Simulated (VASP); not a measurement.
Input of a VASP 6.6.1 run:

File POSCAR:

```
Ge
1.0
    0.0000000000      2.5732926222      2.5732926222
    2.5732926222      0.0000000000      2.5732926222
    2.5732926222      2.5732926222      0.0000000000
Ge
2
Direct
    1.0000000000      1.0000000000      1.0000000000
    0.2500000000      0.2500000000      0.2500000000
```

The input INCAR.step1:

```
SYSTEM = Ge
  PREC = Accurate
  ENCUT = 550
  ISMEAR = -1
  SIGMA = 0.05
  LREAL = .False.
  LASPH = .True.
  NELM = 120
  NBANDS = 21
  GGA = PE
  ALGO = Normal
  EDIFF = 1E-5
  LWAVE = .True.
  LCHARG = .False.
  GGA_COMPAT = .False.
```

The input INCAR.step2:

```
SYSTEM = Ge
  PREC = Accurate
  ENCUT = 550
  EDIFF = 1E-6
  ISMEAR = -1
  SIGMA = 0.05
  LREAL = .False.
  LASPH = .True.
  NELM = 120
  ALGO = Normal
  ISIF = 2
  LWAVE = .False.
  LCHARG = .False.
  METAGGA = R2SCAN
  LMIXTAU = .True.
  IVDW = 12
  VDW_S6 = 1.0
  VDW_S8 = 0.78981345
  VDW_A1 = 0.49484001
  VDW_A2 = 5.73083694
  NBANDS = 21
  ISTART = 1
  GGA_COMPAT = .False.
```

File KPOINTS:

```
Automatic mesh
0
Gamma
  5 5 5
  0 0 0
```

Potentials or basis: VASP PAW PBE potentials, release 64 (Ge_d).

The run is started by

```bash
$ cat potpaw_PBE.64/Ge_d/POTCAR > POTCAR
$ cp INCAR.step1 INCAR
$ mpirun -np 1 vasp_std > vasp.out
$ cp INCAR.step2 INCAR
$ mpirun -np 1 vasp_std > vasp.out
```

**Question.** Estimate the dispersion energy per atom.

**Answer.** -0.184 eV.

**Question.** Predict the band gap on the k mesh.

**Answer.** 0.25 eV (least direct gap 2.72 eV).

Caveat: the k points lie up to 0.42 Å⁻¹ apart; three body term missing; semilocal functionals underestimate gaps, and a narrow one can read as zero; an odd mesh through Γ misses points on the zone boundary, where band edges can lie.
